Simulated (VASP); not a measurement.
# CuO in VASP: a series of runs, part 2 of 2

VASP 6.6.1. Earlier steps stand in the parts before.

### 4 Single point, PBE+U, collinear spin

This run uses another cell than the first one: it holds 8 atoms, not 4.

INCAR

```
SYSTEM = CuO
ALGO = Normal
EDIFF = 1E-6
ENCUT = 520
GGA = PE
ISIF = 2
ISMEAR = 0
ISPIN = 2
LASPH = .True.
LCHARG = .False.
LDAU = .True.
LDAUJ = 0 0
LDAUL = 2 -1
LDAUPRINT = 1
LDAUTYPE = 2
LDAUU = 4 0
LMAXMIX = 4
LORBIT = 11
LREAL = .False.
LWAVE = .False.
MAGMOM = 1 1 -1 -1 0 0 0 0
NBANDS = 48
NELM = 150
PREC = Accurate
SIGMA = 0.05
```

KPOINTS

```
k-points
0
Gamma
  4 4 4
  0 0 0
```

POSCAR

```
CuO
1.0
    4.1744184050      0.0000000000      0.3305692971
    0.0000000000      4.1521210669      0.0000000000
    1.6747185423      2.0760605335      5.3668803988
Cu O
4 4
Direct
    0.2500000000      0.2500000000      0.0000000000
    0.0000000000     -0.5000000000      0.5000000000
    0.7500000000      0.7500000000      0.0000000000
    0.5000000000      0.0000000000      0.5000000000
    0.3750000000     -0.1250352670      0.2500000000
    0.1250000000     -0.3749647330      0.7500000000
    0.8750000000      0.3749647330      0.2500000000
    0.6250000000      0.1250352670      0.7500000000
```

Potentials or basis: VASP PAW PBE potentials, release 64 (Cu, O).

Started as:

```console
> cat potpaw_PBE.64/Cu/POTCAR potpaw_PBE.64/O/POTCAR > POTCAR
> mpirun -np 1 vasp_std > vasp.out
```

OUTCAR:

```text
SYSTEM = CuO
   EDIFF = 1E-6
   ENCUT = 520
   GGA = PE
   ISIF = 2
   ISMEAR = 0
   ISPIN = 2
   LASPH = .True.
   LORBIT = 11
   LREAL = .False.
   NELM = 150
   PREC = Accurate

 ion  position               nearest neighbor table
   1  0.250  0.250  0.000-   7 1.97   8 1.97   5 1.97   6 1.97
   2  0.000  0.500  0.500-   5 1.97   8 1.97   7 1.97   6 1.97
   3  0.750  0.750  0.000-   5 1.97   6 1.97   7 1.97   8 1.97
   4  0.500  0.000  0.500-   6 1.97   7 1.97   5 1.97   8 1.97
   5  0.375  0.875  0.250-   2 1.97   3 1.97   1 1.97   4 1.97
   6  0.125  0.625  0.750-   4 1.97   3 1.97   1 1.97   2 1.97
   7  0.875  0.375  0.250-   4 1.97   1 1.97   3 1.97   2 1.97
   8  0.625  0.125  0.750-   2 1.97   1 1.97   3 1.97   4 1.97
[... 9 lines left out ...]
 A1 = (  -1.6747185423,  -2.0760605335,  -5.3668803988)
 A2 = (  -1.6747185423,   2.0760605334,  -5.3668803988)
 A3 = (   4.1744184050,   0.0000000000,   0.3305692971)

Analysis of symmetry for initial positions (statically):
=====================================================================
 Subroutine PRICEL returns following result:

  LATTYP: Found a base centered monoclinic cell.
 ALAT       =     4.1874867260
 B/A-ratio  =     0.9915544427
 C/A-ratio  =     1.2460757196
 COS(beta)  =    -0.0001107896
[... 12 lines left out ...]
 Subroutine GETGRP returns: Found  4 space group operations
 (whereof  2 operations were pure point group operations)
 out of a pool of  4 trial point group operations.

The static configuration has the point symmetry S_2 .
 The point group associated with its full space group is C_2h.

Analysis of symmetry for dynamics (positions and initial velocities):
=====================================================================
 Subroutine PRICEL returns following result:

  LATTYP: Found a base centered monoclinic cell.
 ALAT       =     4.1874867260
 B/A-ratio  =     0.9915544427
 C/A-ratio  =     1.2460757196
 COS(beta)  =    -0.0001107896
[... 12 lines left out ...]
 Subroutine GETGRP returns: Found  4 space group operations
 (whereof  2 operations were pure point group operations)
[... 1505 lines left out ...]

 spin component 2

 k-point     1 :       0.0000    0.0000    0.0000
  band No.  band energies     occupation
      1     -14.7542      1.00000
      2     -13.4892      1.00000
      3     -13.4504      1.00000
      4     -13.4487      1.00000
      5      -3.4953      1.00000
      6      -2.1161      1.00000
[... 1165 lines left out ...]
     45      16.0024      0.00000
     46      16.0428      0.00000
 [bands above 46 left out]

------------------------ aborting loop because EDIFF is reached ----------------------------------------

  FORCE on cell =-STRESS in cart. coord.  units (eV):
  Direction    XX          YY          ZZ          XY          YZ          ZX
  --------------------------------------------------------------------------------------
  -------------------------------------------------------------------------------------
  Total       -1.4439233     -1.3958272     -2.1632450      0.0000000     -0.0000000      0.0564607
  in kB      -25.4996001    -24.6502273    -38.2027798      0.0000000     -0.0000000      0.9970923
  external PRESSURE =     -29.4508691 kB  Pullay stress =       0.0000000 kB

 VOLUME and BASIS-vectors are now :
 -----------------------------------------------------------------------------
  energy-cutoff  :      520.00
  volume of cell :       90.72
      direct lattice vectors                 reciprocal lattice vectors
     4.174418405  0.000000000  0.330569297     0.245623887  0.000000000 -0.076646179
     0.000000000  4.152121067  0.000000000     0.007564517  0.240840762 -0.095524476
     1.674718542  2.076060534  5.366880399    -0.015129034  0.000000000  0.191048952

 POSITION                                       TOTAL-FORCE (eV/Angst)
 -----------------------------------------------------------------------------------
      1.04360      1.03803      0.08264         0.000021      0.000067     -0.000728
      0.83736      3.11409      2.68344        -0.000021      0.000067      0.000728
      3.13081      3.11409      0.24793         0.000021      0.000067     -0.000728
      2.92457      1.03803      2.84872        -0.000021      0.000067      0.000728
      1.98409      4.15197      1.46568         0.000000     -0.000104      0.000000
      1.77784      4.15227      4.06648         0.000000     -0.000031      0.000000
      4.07130      2.07591      1.63097         0.000000     -0.000104      0.000000
      3.86505      2.07621      4.23177         0.000000     -0.000031      0.000000
 -----------------------------------------------------------------------------------
    total drift:                               -0.000000      0.000013      0.000000

  FREE ENERGIE OF THE ION-ELECTRON SYSTEM (eV)
  ---------------------------------------------------
  free  energy   TOTEN  =       -34.6680161279 eV

  energy  without entropy=      -34.6680161279  energy(sigma->0) =      -34.66801613

 total charge

# of ion       s       p       d       tot
------------------------------------------
    1        0.379   0.370   9.142   9.891
    2        0.379   0.370   9.142   9.891
    3        0.379   0.370   9.142   9.891
    4        0.379   0.370   9.142   9.891
    5        1.562   3.406   0.000   4.968
    6        1.562   3.406   0.000   4.968
    7        1.562   3.406   0.000   4.968
    8        1.562   3.406   0.000   4.968
--------------------------------------------------
tot          7.764  15.104  36.567  59.435

 magnetization (x)

# of ion       s       p       d       tot
------------------------------------------
    1       -0.003  -0.003   0.592   0.586
    2       -0.003  -0.003   0.592   0.586
    3        0.003   0.003  -0.592  -0.586
    4        0.003   0.003  -0.592  -0.586
    5        0.000   0.000   0.000   0.000
    6       -0.000   0.000   0.000   0.000
    7        0.000   0.000   0.000   0.000
    8        0.000  -0.000   0.000  -0.000
--------------------------------------------------
tot          0.000   0.000   0.000   0.000
```

OSZICAR:

```text
N       E                     dE             d eps       ncg     rms          rms(c)
DAV:   1     0.799929155433E+03    0.79993E+03   -0.30360E+04  4752   0.221E+03
DAV:   2     0.123871872013E+03   -0.67606E+03   -0.62160E+03  4632   0.506E+02
DAV:   3    -0.301037095612E+02   -0.15398E+03   -0.14477E+03  5120   0.238E+02
DAV:   4    -0.426645785516E+02   -0.12561E+02   -0.12358E+02  6208   0.763E+01
DAV:   5    -0.428977765438E+02   -0.23320E+00   -0.23298E+00  5816   0.116E+01    0.229E+01
DAV:   6    -0.345958093020E+02    0.83020E+01   -0.58915E+01  7048   0.160E+02    0.137E+01
DAV:   7    -0.344590093555E+02    0.13680E+00   -0.14014E+01  6104   0.822E+01    0.466E+00
DAV:   8    -0.346837451128E+02   -0.22474E+00   -0.32863E+00  7232   0.203E+01    0.317E+00
DAV:   9    -0.346435028576E+02    0.40242E-01   -0.28784E-01  7224   0.204E+01    0.165E+00
DAV:  10    -0.346680997513E+02   -0.24597E-01   -0.12344E-01  7624   0.576E+00    0.653E-01
DAV:  11    -0.346665631884E+02    0.15366E-02   -0.19463E-02  6792   0.402E+00    0.163E-01
DAV:  12    -0.346679147602E+02   -0.13516E-02   -0.80641E-03  7272   0.125E+00    0.109E-01
DAV:  13    -0.346679741583E+02   -0.59398E-04   -0.68118E-04  6928   0.334E-01    0.708E-02
DAV:  14    -0.346680336492E+02   -0.59491E-04   -0.58221E-04  7912   0.275E-01    0.465E-02
DAV:  15    -0.346680193584E+02    0.14291E-04   -0.77733E-05  7120   0.920E-02    0.251E-02
DAV:  16    -0.346680161385E+02    0.32199E-05   -0.37715E-05  7200   0.578E-02    0.562E-03
DAV:  17    -0.346680161279E+02    0.10646E-07   -0.21663E-06  3864   0.171E-02
   1 F= -.34668016E+02 E0= -.34668016E+02  d E =-.124891E-18  mag=     0.0000
```

It took 3.1 min on 1 thread of Intel Xeon Platinum 8488C (Sapphire Rapids), shared host; peak memory 0.33 GiB.

Results:

```
Free energy                                           : -34.6680 eV
Pressure                                              : -2.9 GPa
Band gap on the k mesh                                : 0.80 eV
Net moment                                            : 0.00 μB per cell
Site moments                                          : Cu +0.59, -0.59 (each value once); O +0.00, -0.00 (each value once) μB
Valence electrons inside the program's atomic spheres : Cu 9.89; O 4.97
```

Eigenvalues of the final occupation matrices:
| site | spin | trace | eigenvalues |
| --- | --- | --- | --- |
| site 1 d | 1 | 4.88 | 0.95 0.97 0.97 0.98 1.01 |
| site 1 d | 2 | 4.29 | 0.44 0.94 0.97 0.97 0.98 |
| site 2 d | 1 | 4.88 | 0.95 0.97 0.97 0.98 1.01 |
| site 2 d | 2 | 4.29 | 0.44 0.94 0.97 0.97 0.98 |
| site 3 d | 1 | 4.29 | 0.44 0.94 0.97 0.97 0.98 |
| site 3 d | 2 | 4.88 | 0.95 0.97 0.97 0.98 1.01 |
| site 4 d | 1 | 4.29 | 0.44 0.94 0.97 0.97 0.98 |
| site 4 d | 2 | 4.88 | 0.95 0.97 0.97 0.98 1.01 |

Caveat: semilocal functionals underestimate gaps, and a narrow one can read as zero.

### 5 Single point, PBE+U, collinear spin

This run uses another cell than the first one: it holds 8 atoms, not 4.

INCAR

```
ALGO = Normal ; EDIFF = 1E-6
ENCUT = 520 ; GGA = PE
ISIF = 2 ; ISMEAR = 0
ISPIN = 2 ; LASPH = True
LCHARG = False ; LDAU = True
LDAUJ = 0 0 ; LDAUL = 2 -1
LDAUPRINT = 1 ; LDAUTYPE = 2
LDAUU = 4 0 ; LMAXMIX = 4
LORBIT = 11 ; LREAL = False
LWAVE = False ; MAGMOM = 1 1 -1 -1 0 0 0 0
NBANDS = 48 ; NELM = 150
PREC = Accurate ; SIGMA = 0.05
```

KPOINTS

```
k-points
0
Gamma
  5 5 5
```

POSCAR

```
CuO
1.0
    1.6747185423      2.0760605335      5.3668803988
    2.0872092025     -2.0760605335      0.1652846486
    2.0872092025      6.2281816004      0.1652846486
Cu O
4 4
Direct
    0.0000000000      0.2500000000      0.2500000000
    0.5000000000      0.2500000000     -0.2500000000
    0.0000000000      0.7500000000      0.7500000000
    0.5000000000      0.7500000000      0.2500000000
    0.2500000000      0.6250176335      0.1249823665
    0.7500000000      0.3749823665     -0.1249823665
    0.2500000000      1.1250176335      0.6249823665
    0.7500000000      0.8749823665      0.3750176335
```

Started as:

```console
> cat potpaw_PBE.64/Cu/POTCAR potpaw_PBE.64/O/POTCAR > POTCAR
> mpirun -np 1 vasp_std > vasp.out
```

Run time: 20 min. Hardware: 1 thread of Oxide Virtual Turin-like, shared host; peak memory 0.47 GiB.

The run converged. Its results:

```yaml
Free_energy: -34.6550 eV
Pressure: -2.9 GPa
Largest_force: 0.141 eV/Å
Band_gap_on_the_k_mesh: 0.60 eV
Net_moment: 0.00 μB per cell
Site_moments: Cu +0.59, -0.59 (each value once); O +0.15, -0.15 (each value once) μB
Valence_electrons_inside_the_program's_atomic_spheres: Cu 9.89; O 4.97
```

Forces on the atoms (eV/Å):
```
Cu   0.000  0.000  0.000
Cu   0.000  0.000  0.000
Cu   0.000  0.000  0.000
Cu   0.000  0.000  0.000
O    0.028  0.039  0.133
O   -0.028 -0.039 -0.133
O    0.028  0.039  0.133
O   -0.028 -0.039 -0.133
```

Stress tensor (GPa, compression positive):
```
-2.67 -0.22  0.55
-0.22 -2.52  0.44
 0.55  0.44 -3.64
```

Levels at points of the mesh, in eV from the valence-band top:
Spin up:
```
           k point  band 30  band 31  band 32  band 33  band 34  band 35  band 36  band 37  band 38  band 39
(0.00, 0.00, 0.00)    -2.50    -1.95    -1.71    -0.63     0.00     1.45     1.56     1.83     4.88     6.16
```
Spin down:
| k point | band 30 | band 31 | band 32 | band 33 | band 34 | band 35 | band 36 | band 37 | band 38 | band 39 |
| --- | --- | --- | --- | --- | --- | --- | --- | --- | --- | --- |
| (0.00, 0.00, 0.00) | -2.50 | -1.95 | -1.71 | -0.63 | 0.00 | 1.45 | 1.56 | 1.83 | 4.88 | 6.16 |

Eigenvalues of the final occupation matrices:
| site | spin | trace | eigenvalues |
| --- | --- | --- | --- |
| site 1 d | 1 | 4.88 | 0.95 0.97 0.97 0.98 1.02 |
| site 1 d | 2 | 4.28 | 0.43 0.94 0.97 0.97 0.98 |
| site 2 d | 1 | 4.88 | 0.95 0.97 0.97 0.98 1.01 |
| site 2 d | 2 | 4.28 | 0.43 0.94 0.97 0.97 0.98 |
| site 3 d | 1 | 4.28 | 0.43 0.94 0.97 0.97 0.98 |
| site 3 d | 2 | 4.88 | 0.95 0.97 0.97 0.98 1.02 |
| site 4 d | 1 | 4.28 | 0.43 0.94 0.97 0.97 0.98 |
| site 4 d | 2 | 4.88 | 0.95 0.97 0.97 0.98 1.01 |

Caveat: the k points lie up to 0.43 Å⁻¹ apart; semilocal functionals underestimate gaps, and a narrow one can read as zero. A k mesh can miss the band edges.

### 6 Single point, PBE+U, collinear spin

INCAR

```
ALGO = Fast ; EDIFF = 1E-6
ENCUT = 520 ; GGA = PE
ISIF = 2 ; ISMEAR = 0
ISPIN = 2 ; LASPH = T
LCHARG = F ; LDAU = T
LDAUJ = 0 0 ; LDAUL = 2 -1
LDAUPRINT = 1 ; LDAUTYPE = 2
LDAUU = 4 0 ; LMAXMIX = 4
LORBIT = 11 ; LREAL = F
LWAVE = F ; MAGMOM = 1 -1 0 0
NBANDS = 29 ; NELM = 150
PREC = Accurate ; SIGMA = 0.05
```

KPOINTS

```
k-points
0
Gamma
  10 10 6
```

POSCAR

```
CuO
1.0
    2.0872092025     -2.0760605335      0.1652846486
    2.0872092025      2.0760605335      0.1652846486
   -0.4124906602      0.0000000000      5.2015957502
Cu O
2 2
Direct
    0.0000000000      0.5000000000      0.0000000000
    0.5000000000      0.0000000000      0.5000000000
    0.5000352670      0.4999647330      0.2500000000
    0.4999647330      0.5000352670      0.7500000000
```

Potentials or basis: VASP PAW PBE potentials, release 64 (Cu, O).

Started as:

```console
> cat potpaw_PBE.64/Cu/POTCAR potpaw_PBE.64/O/POTCAR > POTCAR
> mpirun -np 1 vasp_std > vasp.out
```

It took 5.8 min on 1 thread of Oxide Virtual Turin-like, shared host; peak memory 0.37 GiB.

Results (log left out):

```yaml
Free_energy: -17.3110 eV
Pressure: -3.0 GPa
Band_gap_on_the_k_mesh: 0.22 eV (least direct gap 0.43 eV)
Net_moment: 0.00 μB per cell
Site_moments: Cu +0.58, -0.58; O +0.00 μB
Valence_electrons_inside_the_program's_atomic_spheres: Cu 9.89; O 4.97
```

Stress tensor (GPa, compression positive):
```
-3.01  0.00  0.00
 0.00 -2.95  0.00
 0.00  0.00 -3.06
```

Levels at points of the mesh, in eV from the valence-band top:
Spin up:
```
           k point  band 14  band 15  band 16  band 17  band 18  band 19  band 20  band 21
(0.00, 0.00, 0.00)    -2.73    -2.51    -1.79    -0.01     1.48     1.73     6.54     7.42
(0.50, 0.00, 0.00)    -2.52    -2.31    -1.54    -0.35     1.67     4.04     6.10     6.85
(0.50, 0.50, 0.00)    -3.48    -2.08    -1.90    -1.83     1.72     2.69     7.54     9.87
(0.00, 0.00, 0.50)    -3.03    -1.73    -1.66    -0.66     1.34     3.61     3.71    11.83
(0.50, 0.00, 0.50)    -3.03    -2.87    -1.94    -1.06     1.69     4.73     6.04     8.74
(0.50, 0.50, 0.50)    -2.43    -2.43    -2.02    -1.63     0.80     4.34     4.44    10.66
```
Spin down:
```
           k point  band 13  band 14  band 15  band 16  band 17  band 18  band 19  band 20  band 21  band 22
(0.00, 0.00, 0.00)    -2.99    -2.73    -2.51    -1.79    -0.01     1.48     1.73     6.54     7.42    13.39
(0.50, 0.00, 0.00)    -3.22    -2.72    -2.65    -1.62    -0.20     1.38     4.14     6.25     6.77    11.32
(0.50, 0.50, 0.00)    -3.54    -3.48    -2.08    -1.90    -1.83     1.72     2.69     7.54     9.87    10.05
(0.00, 0.00, 0.50)    -3.13    -3.03    -1.73    -1.66    -0.66     1.34     3.61     3.71    11.83    11.84
(0.50, 0.00, 0.50)    -3.53    -2.97    -2.65    -2.17     0.00     0.82     4.89     6.17     8.69     8.94
(0.50, 0.50, 0.50)    -2.52    -2.43    -2.43    -2.02    -1.63     0.80     4.34     4.44    10.66    10.80
```

Eigenvalues of the final occupation matrices:
```tsv
site	spin	trace	eigenvalues
site 1 d	1	4.87	0.95 0.97 0.97 0.98 1.02
site 1 d	2	4.28	0.42 0.94 0.97 0.97 0.98
site 2 d	1	4.28	0.42 0.94 0.97 0.97 0.98
site 2 d	2	4.87	0.95 0.97 0.97 0.98 1.02
```

Caveat: the cell stands under tension; semilocal functionals underestimate gaps, and a narrow one can read as zero. A k mesh can miss the band edges.

### 7 Summary

| potentials or basis | cell | k mesh | cutoff (eV) | gap on the mesh (eV) | pressure (GPa) | moment (μB) |
| --- | --- | --- | --- | --- | --- | --- |
| VASP PAW PBE potentials, release 64 (Cu_sv_GW, O) | a = 2.949, b = 2.949, c = 5.218 Å, angles 90.0, 90.0, 89.5°, 4 atoms, atomic positions A | 10 × 10 × 6 | 700 | none | -3.8 | 1.99 |
| VASP PAW PBE potentials, release 64 (Cu, O) | a = 4.187, b = 4.152, c = 5.993 Å, angles 69.7, 69.6, 90.0°, 8 atoms, atomic positions B | 4 × 4 × 4 | 520 | 0.80 | -2.9 | 0.00 |
| VASP PAW PBE potentials, release 64 (Cu, O) | a = 5.993, b = 2.949, c = 6.571 Å, angles 116.2, 63.9, 89.8°, 8 atoms, atomic positions B | 5 × 5 × 5 | 520 | 0.60 | -2.9 | 0.00 |
| VASP PAW PBE potentials, release 64 (Cu, O) | a = 2.949, b = 2.949, c = 5.218 Å, angles 90.0, 90.0, 89.5°, 4 atoms, atomic positions A | 10 × 10 × 6 | 520 | 0.22 | -3.0 | 0.00 |

Alike in all rows: task single point; level PBE+U; spin collinear; Cu d U = 4.0 eV; smearing gaussian 0.05 eV.

Caveats: some runs use coarse meshes; semilocal functionals underestimate gaps, and a narrow one can read as zero; the cell stands under tension (at least some runs).

Absolute energies hang on the potentials; compare differences alone.
